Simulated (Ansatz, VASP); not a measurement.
**SnH5 in VASP and in Ansatz**

```xyz
6
Lattice="-2.2848 2.2848 2.5588 2.2848 -2.2848 2.5588 2.2848 2.2848 -2.5588" Properties=species:S:1:pos:R:3 pbc="T T T"
Sn    0.0000    0.0000    2.5588
H     0.9583    0.9583    0.0000
H     1.3265    1.3265    2.5588
H     1.3265   -1.3265    2.5588
H    -1.3265    1.3265    2.5588
H     0.0000    0.0000    0.0000
```

Alike in both runs: task relaxation of cell and atoms; functional PBE; k mesh 12 × 12 × 12; occupations gaussian, width 0.1 eV; no spin polarisation.

```csv
,VASP,Ansatz
version,VASP 6.6.1,Ansatz 0.2.0
potentials or method,"VASP PAW PBE potentials, release 64 (Sn_d, H), cutoff 600 eV","scalar-relativistic, plane waves, PAW"
valence electrons in the cell,19,19
```

Ansatz gave:

| Property | Result |
| --- | --- |
| gap on the k mesh at the Fermi level, each at its own relaxed structure (eV) | none |
| relaxed volume (Å³/atom) | 8.90 |
| relaxed length of the cell vector where the two differ most in proportion (Å) | 4.110 |

Problem. Estimate VASP's values.

Solution. gap on the k mesh at the Fermi level, each at its own relaxed structure (eV): none; relaxed volume (Å³/atom): 8.87; relaxed length of the cell vector where the two differ most in proportion (Å): 4.106.

A gap of «none» marks a metal or a gap that the smearing closes.
